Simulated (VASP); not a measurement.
# Ca2C (Fm-3m) in VASP: notebook, part 2 of 3

VASP 6.6.1.

### 3 Single point, PBE

This run uses another cell than the first one, of 20.67 Å³/atom.

Contents of INCAR:

```
SYSTEM = Ca2C
PREC = Accurate
ENCUT = 520
EDIFF = 1E-6
ISMEAR = 0
SIGMA = 0.01
LREAL = .FALSE.
LASPH = .TRUE.
NELM = 80
ALGO = Normal
ISIF = 2
LWAVE = .FALSE.
LCHARG = .FALSE.
GGA = PE
NBANDS = 19
```

Contents of KPOINTS:

```
Automatic mesh
0
G
  6 6 6
  0 0 0
```

Contents of POSCAR:

```
Ca2C
1.0
    0.0000000000      3.1417802632      3.1417802632
    3.1417802632      0.0000000000      3.1417802632
    3.1417802632      3.1417802632      0.0000000000
C Ca
1 2
Direct
    0.0000000000      0.0000000000      0.0000000000
    0.2500000000      0.2500000000      0.2500000000
    0.7500000000      0.7500000000      0.7500000000
```

Potentials or basis: VASP PAW PBE potentials, release 64 (C, Ca_sv).

Started as:

```bash
$ cat potpaw_PBE.64/C/POTCAR potpaw_PBE.64/Ca_sv/POTCAR > POTCAR
$ mpirun -np 1 vasp_std > vasp.out
```

OUTCAR:

```text
SYSTEM = Ca2C
   PREC = Accurate
   ENCUT = 520
   EDIFF = 1E-6
   ISMEAR = 0
   LREAL = .FALSE.
   LASPH = .TRUE.
   NELM = 80
   ISIF = 2
   GGA = PE

 ion  position               nearest neighbor table
   1  0.000  0.000  0.000-
   2  0.250  0.250  0.250-   3 3.14   3 3.14   3 3.14   3 3.14   3 3.14   3 3.14
   3  0.750  0.750  0.750-   2 3.14   2 3.14   2 3.14   2 3.14   2 3.14   2 3.14

  LATTYP: Found a face centered cubic cell.
 ALAT       =     6.2835605264

  Lattice vectors:

 A1 = (   0.0000000000,   3.1417802632,   3.1417802632)
 A2 = (   3.1417802632,   0.0000000000,   3.1417802632)
 A3 = (   3.1417802632,   3.1417802632,   0.0000000000)

Analysis of symmetry for initial positions (statically):
=====================================================================
 Subroutine PRICEL returns:
 Original cell was already a primitive cell.

 Routine SETGRP: Setting up the symmetry group for a
 face centered cubic supercell.

 Subroutine GETGRP returns: Found 48 space group operations
 (whereof 48 operations were pure point group operations)
 out of a pool of 48 trial point group operations.

The static configuration has the point symmetry O_h .

Analysis of symmetry for dynamics (positions and initial velocities):
=====================================================================
 Subroutine PRICEL returns:
 Original cell was already a primitive cell.

 Routine SETGRP: Setting up the symmetry group for a
 face centered cubic supercell.

 Subroutine GETGRP returns: Found 48 space group operations
 (whereof 48 operations were pure point group operations)
 out of a pool of 48 trial point group operations.

The dynamic configuration has the point symmetry O_h .

 Subroutine INISYM returns: Found 48 space group operations
 (whereof 48 operations are pure point group operations),
 and found     1 'primitive' translations

----------------------------------------------------------------------------------------

[... 104 lines left out ...]
     AMIX     =   0.40;   BMIX     =  1.00
     AMIX_MAG =   1.60;   BMIX_MAG =  1.00
  volume/ion in A,a.u.               =      20.67       139.52
  Fermi-wavevector in a.u.,A,eV,Ry     =   1.192961  2.254369 19.363200  1.423155
  Thomas-Fermi vector in A             =   2.328986
   LORBIT       =      0    0 simple, 1 ext, 2 COOP (PROOUT), +10 PAW based schemes
   GGA     = PE    functional components
   LHFCALC =     F    Hartree Fock is set to
   AEXX    =    0.0000 exact exchange contribution
   IVDW    =     0    specifies the selected vdW correction
   LEPSILON=     F    determine dielectric tensor
   LRPA    =     F    only Hartree local field effects (RPA)
 non-spin polarized calculation
 Gauss-broadening in eV      SIGMA  =   0.01
  energy-cutoff  :      520.00
  volume of cell :       62.02
 maximum number of plane-waves:      1687
 NGX is ok and might be reduce to    36
   NGX = 17   NGY = 17   NGZ = 17

 number of electron      24.0000002 magnetization

 Free energy of the ion-electron system (eV)
  ---------------------------------------------------
  ext. energy  EPLUGINS =         0.00000000
  ---------------------------------------------------
  free energy    TOTEN  =       -12.06481600 eV

  energy without entropy =      -12.06481600  energy(sigma->0) =      -12.06481600

 E-fermi :   3.2691     XC(G=0):  -9.4375

 val. band max:        3.1807292790   @ k =   0.5000   0.5000   0.0000
 cond. band min:       3.3984802411   @ k =   0.5000   0.5000   0.0000
 fundamental gap:      0.2177509621
 Fermi energy:         3.2690721341

 k-point     1 :       0.0000    0.0000    0.0000
  band No.  band energies     occupation
      1     -37.1437      2.00000
      2     -36.9404      2.00000
      3     -18.3055      2.00000
      4     -18.3055      2.00000
      5     -18.3055      2.00000
      6     -17.8844      2.00000
[... 329 lines left out ...]
      6     -17.9740      2.00000
[... 11 lines left out ...]
     18       7.7312      0.00000
     19       8.5917      0.00000

------------------------ aborting loop because EDIFF is reached ----------------------------------------

  FORCE on cell =-STRESS in cart. coord.  units (eV):
  Direction    XX          YY          ZZ          XY          YZ          ZX
  --------------------------------------------------------------------------------------
  -------------------------------------------------------------------------------------
  Total        0.0870465      0.0870465      0.0870465     -0.0000000      0.0000000     -0.0000000
  in kB        2.2485589      2.2485589      2.2485589     -0.0000000      0.0000000     -0.0000000
  external PRESSURE =       2.2485589 kB  Pullay stress =       0.0000000 kB

 VOLUME and BASIS-vectors are now :
 -----------------------------------------------------------------------------
  energy-cutoff  :      520.00
  volume of cell :       62.02
      direct lattice vectors                 reciprocal lattice vectors
     0.000000000  3.141780263  3.141780263    -0.159145439  0.159145439  0.159145439
     3.141780263  0.000000000  3.141780263     0.159145439 -0.159145439  0.159145439
     3.141780263  3.141780263  0.000000000     0.159145439  0.159145439 -0.159145439

 POSITION                                       TOTAL-FORCE (eV/Angst)
 -----------------------------------------------------------------------------------
      0.00000      0.00000      0.00000         0.000000      0.000000      0.000000
      1.57089      1.57089      1.57089        -0.000000      0.000000      0.000000
      4.71267      4.71267      4.71267         0.000000     -0.000000     -0.000000
 -----------------------------------------------------------------------------------
    total drift:                                0.000000      0.000000      0.000000

  FREE ENERGIE OF THE ION-ELECTRON SYSTEM (eV)
  ---------------------------------------------------
  free  energy   TOTEN  =       -12.0648159963 eV

  energy  without entropy=      -12.0648159963  energy(sigma->0) =      -12.06481600
```

stdout:

```text
POSCAR found type information on POSCAR C Ca
 POSCAR found :  2 types and       3 ions
 scaLAPACK will be used
 LDA part: xc-table for (Slater+PW92), standard interpolation
 POSCAR, INCAR and KPOINTS ok, starting setup
 FFT: planning ... GRIDC
 FFT: planning ... GRID_SOFT
 FFT: planning ... GRID
 WAVECAR not read
 entering main loop
```

Run time: 25 s. Hardware: 1 thread of Intel Xeon 8259CL, shared host; peak memory 0.2 GiB.

What came out:

```
Free energy            : -12.0648 eV
Pressure               : 0.2 GPa
Band gap on the k mesh : 0.22 eV
```

A k mesh can miss the band edges.

### 4 Single point, PBE (20.05 Å³/atom)

This run uses another cell than the first one, of 20.05 Å³/atom.

Contents of INCAR:

```
SYSTEM = Ca2C
  PREC = Accurate
  ENCUT = 520
  EDIFF = 1E-6
  ISMEAR = 0
  SIGMA = 0.01
  LREAL = .FALSE.
  LASPH = .TRUE.
  NELM = 100
  ALGO = Normal
  ISIF = 2
  LWAVE = .FALSE.
  LCHARG = .FALSE.
  GGA = PE
  NBANDS = 19
```

Contents of KPOINTS:

```
regular mesh
0
G
  6 6 6
  0 0 0
```

Contents of POSCAR:

```
Ca2C
1.0
    0.0000000000      3.1100429392      3.1100429392
    3.1100429392      0.0000000000      3.1100429392
    3.1100429392      3.1100429392      0.0000000000
C Ca
1 2
Direct
    0.0000000000      0.0000000000      0.0000000000
    0.2500000000      0.2500000000      0.2500000000
    0.7500000000      0.7500000000      0.7500000000
```

Potentials or basis: VASP PAW PBE potentials, release 64 (C, Ca_sv).

Started as:

```bash
$ cat potpaw_PBE.64/C/POTCAR potpaw_PBE.64/Ca_sv/POTCAR > POTCAR
$ mpirun -np 1 vasp_std > vasp.out
```

OUTCAR:

```text
SYSTEM = Ca2C
   PREC = Accurate
   ENCUT = 520
   EDIFF = 1E-6
   ISMEAR = 0
   LREAL = .FALSE.
   LASPH = .TRUE.
   NELM = 100
   ISIF = 2
   GGA = PE

 ion  position               nearest neighbor table
   1  0.000  0.000  0.000-
   2  0.250  0.250  0.250-   3 3.11   3 3.11   3 3.11   3 3.11   3 3.11   3 3.11
   3  0.750  0.750  0.750-   2 3.11   2 3.11   2 3.11   2 3.11   2 3.11   2 3.11

  LATTYP: Found a face centered cubic cell.
 ALAT       =     6.2200858784

  Lattice vectors:

 A1 = (   0.0000000000,   3.1100429392,   3.1100429392)
 A2 = (   3.1100429392,   0.0000000000,   3.1100429392)
 A3 = (   3.1100429392,   3.1100429392,   0.0000000000)

Analysis of symmetry for initial positions (statically):
=====================================================================
 Subroutine PRICEL returns:
 Original cell was already a primitive cell.

 Routine SETGRP: Setting up the symmetry group for a
 face centered cubic supercell.

 Subroutine GETGRP returns: Found 48 space group operations
 (whereof 48 operations were pure point group operations)
 out of a pool of 48 trial point group operations.

The static configuration has the point symmetry O_h .

Analysis of symmetry for dynamics (positions and initial velocities):
=====================================================================
 Subroutine PRICEL returns:
 Original cell was already a primitive cell.

 Routine SETGRP: Setting up the symmetry group for a
 face centered cubic supercell.

 Subroutine GETGRP returns: Found 48 space group operations
 (whereof 48 operations were pure point group operations)
 out of a pool of 48 trial point group operations.

The dynamic configuration has the point symmetry O_h .

 Subroutine INISYM returns: Found 48 space group operations
 (whereof 48 operations are pure point group operations),
 and found     1 'primitive' translations

----------------------------------------------------------------------------------------

                                     Primitive cell

  volume of cell :      60.1630

  direct lattice vectors                    reciprocal lattice vectors
     0.000000000  3.110042939  3.110042939    -0.160769484  0.160769484  0.160769484
     3.110042939  0.000000000  3.110042939     0.160769484 -0.160769484  0.160769484
     3.110042939  3.110042939  0.000000000     0.160769484  0.160769484 -0.160769484

  length of vectors
     4.398264904  4.398264904  4.398264904     0.278460915  0.278460915  0.278460915

  position of ions in fractional coordinates (direct lattice)
     0.000000000  0.000000000  0.000000000
     0.250000000  0.250000000  0.250000000
     0.750000000  0.750000000  0.750000000

  ion indices of the primitive-cell ions
   primitive index   ion index
                 1           1
                 2           2
                 3           3

----------------------------------------------------------------------------------------

 KPOINTS: regular mesh

Automatic generation of k-mesh.
 Grid dimensions read from file:
 generate k-points for:    6    6    6

 Generating k-lattice:

  Cartesian coordinates                     Fractional coordinates (reciprocal lattice)
    -0.026794914  0.026794914  0.026794914     0.166666667  0.000000000  0.000000000
     0.026794914 -0.026794914  0.026794914     0.000000000  0.166666667  0.000000000
     0.026794914  0.026794914 -0.026794914     0.000000000  0.000000000  0.166666667

  Length of vectors
     0.046410153  0.046410153  0.046410153

  Shift w.r.t. Gamma in fractional coordinates (k-lattice)
     0.000000000  0.000000000  0.000000000

 Subroutine IBZKPT returns following result:
 ===========================================

 Found     16 irreducible k-points:

 Following reciprocal coordinates:
            Coordinates               Weight
  0.000000  0.000000  0.000000      1.000000
  0.166667  0.000000  0.000000      8.000000
  0.333333  0.000000  0.000000      8.000000
  0.500000  0.000000  0.000000      4.000000
  0.166667  0.166667  0.000000      6.000000
  0.333333  0.166667  0.000000     24.000000
[... 8 lines left out ...]
 -0.333333  0.333333  0.166667     24.000000
 -0.333333  0.500000  0.166667     12.000000
   k-points           NKPTS =     16   k-points in BZ     NKDIM =     16   number of bands    NBANDS=     19
   number of dos      NEDOS =    301   number of ions     NIONS =      3
   total plane-waves  NPLWV =  46656
   dimension x,y,z NGX =    36 NGY =   36 NGZ =   36
   dimension x,y,z NGXF=    72 NGYF=   72 NGZF=   72
   ions per type =               1   2
   NGX,Y,Z   is equivalent  to a cutoff of  13.61, 13.61, 13.61 a.u.
   NGXF,Y,Z  is equivalent  to a cutoff of  27.21, 27.21, 27.21 a.u.
 SYSTEM =  Ca2C
   PREC   = accura    normal or accurate (medium, high low for compatibility)
   ISTART =      0    job   : 0-new  1-cont  2-samecut
   ICHARG =      2    charge: 1-file 2-atom 10-const
   ISPIN  =      1    spin polarized calculation?
   LNONCOLLINEAR =      F non collinear calculations
   LSORBIT =      F    spin-orbit coupling
   LASPH  =      T    aspherical Exc in radial PAW
   ENCUT  =  520.0 eV  38.22 Ry    6.18 a.u.   8.18  8.18  8.18*2*pi/ulx,y,z
   NELM   =    100;   NELMIN=  2; NELMDL= -5     # of ELM steps
   EDIFF  = 0.1E-05   stopping-criterion for ELM
   LREAL  =      F    real-space projection
   EDIFFG = 0.1E-04   stopping-criterion for IOM
   NSW    =      0    number of steps for IOM
   IBRION =     -1    ionic relax: 0-MD 1-quasi-New 2-CG
   NFREE  =      0    steps in history (QN), initial steepest desc. (CG)
   ISIF   =      2    stress and relaxation
   ISYM   =      2    0-nonsym 1-usesym 2-fastsym
   POTIM  = 0.5000    time-step for ionic-motion
   TEBEG  =    0.0;   TEEND  =   0.0 temperature during run
   PSTRESS=    0.0 pullay stress
   NELECT =      24.0000    total number of electrons
   NUPDOWN=      -1.0000    fix difference up-down
   EMIN   =  10.00;   EMAX   =-10.00  energy-range for DOS
   EFERMI =   0.00;   METHOD = LEGACY
   ISMEAR =     0;   SIGMA  =   0.01  broadening in eV -4-tet -1-fermi 0-gaus
   EFERMI_NEDOS =   21; number of points for ismear=-14 and -15
   IALGO  =     38    algorithm
   IMIX   =      4    mixing-type and parameters
     AMIX     =   0.40;   BMIX     =  1.00
     AMIX_MAG =   1.60;   BMIX_MAG =  1.00
  volume/ion in A,a.u.               =      20.05       135.33
  Fermi-wavevector in a.u.,A,eV,Ry     =   1.205135  2.277374 19.760411  1.452349
  Thomas-Fermi vector in A             =   2.340840
   LORBIT       =      0    0 simple, 1 ext, 2 COOP (PROOUT), +10 PAW based schemes
   GGA     = PE    functional components
   LHFCALC =     F    Hartree Fock is set to
   AEXX    =    0.0000 exact exchange contribution
   IVDW    =     0    specifies the selected vdW correction
   LEPSILON=     F    determine dielectric tensor
   LRPA    =     F    only Hartree local field effects (RPA)
 non-spin polarized calculation
 Gauss-broadening in eV      SIGMA  =   0.01
  energy-cutoff  :      520.00
  volume of cell :       60.16
 maximum number of plane-waves:      1639
 NGX is ok and might be reduce to    36
   NGX = 17   NGY = 17   NGZ = 17

 number of electron      24.0000002 magnetization

 Free energy of the ion-electron system (eV)
  ---------------------------------------------------
  ext. energy  EPLUGINS =         0.00000000
  ---------------------------------------------------
  free energy    TOTEN  =       -12.05169948 eV

  energy without entropy =      -12.05169948  energy(sigma->0) =      -12.05169948

 E-fermi :   3.4175     XC(G=0):  -9.5584

 val. band max:        3.3617924640   @ k =   0.5000   0.5000   0.0000
 cond. band min:       3.5459506809   @ k =   0.5000   0.5000   0.0000
 fundamental gap:      0.1841582170
 Fermi energy:         3.4175412997

 k-point     1 :       0.0000    0.0000    0.0000
  band No.  band energies     occupation
      1     -36.9089      2.00000
      2     -36.6808      2.00000
      3     -18.0832      2.00000
      4     -18.0832      2.00000
      5     -18.0832      2.00000
      6     -17.6254      2.00000
[... 11 lines left out ...]
     18       9.2354      0.00000
     19      10.0219      0.00000
[... 309 lines left out ...]
 k-point    16 :      -0.3333    0.5000    0.1667
  band No.  band energies     occupation
      1     -36.8100      2.00000
      2     -36.7720      2.00000
      3     -18.2854      2.00000
      4     -18.2183      2.00000
      5     -18.0363      2.00000
      6     -17.7231      2.00000
[... 11 lines left out ...]
     18       7.9854      0.00000
     19       8.8583      0.00000

------------------------ aborting loop because EDIFF is reached ----------------------------------------

  FORCE on cell =-STRESS in cart. coord.  units (eV):
  Direction    XX          YY          ZZ          XY          YZ          ZX
  --------------------------------------------------------------------------------------
  -------------------------------------------------------------------------------------
  Total        0.7428092      0.7428092      0.7428092      0.0000000      0.0000000      0.0000000
  in kB       19.7814759     19.7814759     19.7814759      0.0000000      0.0000000      0.0000000
  external PRESSURE =      19.7814759 kB  Pullay stress =       0.0000000 kB

 VOLUME and BASIS-vectors are now :
 -----------------------------------------------------------------------------
  energy-cutoff  :      520.00
  volume of cell :       60.16
      direct lattice vectors                 reciprocal lattice vectors
     0.000000000  3.110042939  3.110042939    -0.160769484  0.160769484  0.160769484
     3.110042939  0.000000000  3.110042939     0.160769484 -0.160769484  0.160769484
     3.110042939  3.110042939  0.000000000     0.160769484  0.160769484 -0.160769484

 POSITION                                       TOTAL-FORCE (eV/Angst)
 -----------------------------------------------------------------------------------
      0.00000      0.00000      0.00000         0.000000      0.000000      0.000000
      1.55502      1.55502      1.55502         0.000000      0.000000      0.000000
      4.66506      4.66506      4.66506        -0.000000     -0.000000     -0.000000
 -----------------------------------------------------------------------------------
    total drift:                                0.000000      0.000000      0.000000

  FREE ENERGIE OF THE ION-ELECTRON SYSTEM (eV)
  ---------------------------------------------------
  free  energy   TOTEN  =       -12.0516994764 eV

  energy  without entropy=      -12.0516994764  energy(sigma->0) =      -12.05169948
```

stdout:

```text
POSCAR found type information on POSCAR C Ca
 POSCAR found :  2 types and       3 ions
 scaLAPACK will be used
 LDA part: xc-table for (Slater+PW92), standard interpolation
 POSCAR, INCAR and KPOINTS ok, starting setup
 FFT: planning ... GRIDC
 FFT: planning ... GRID_SOFT
 FFT: planning ... GRID
 WAVECAR not read
 entering main loop
```

Run time: 30 s. Hardware: 1 thread of Intel Xeon 8259CL, shared host; peak memory 0.2 GiB.

What came out:

```yaml
Free_energy: -12.0517 eV
Pressure: 2.0 GPa
Band_gap_on_the_k_mesh: 0.18 eV
```

Levels at points of the mesh, in eV from the valence-band top:
| k point | band 8 | band 9 | band 10 | band 11 | band 12 | band 13 | band 14 | band 15 | band 16 | band 17 |
| --- | --- | --- | --- | --- | --- | --- | --- | --- | --- | --- |
| (0.00, 0.00, 0.00) | -20.99 | -8.42 | -1.12 | -1.12 | -1.12 | 0.86 | 1.85 | 1.85 | 5.87 | 5.87 |
| (0.50, 0.00, 0.00) | -21.23 | -7.78 | -1.96 | -0.44 | -0.44 | 2.72 | 3.00 | 3.00 | 4.24 | 4.50 |
| (0.50, 0.50, 0.00) | -20.86 | -7.64 | -2.04 | 0.00 | 0.00 | 0.18 | 2.51 | 2.70 | 4.79 | 4.79 |

[end of part 2 of 3]
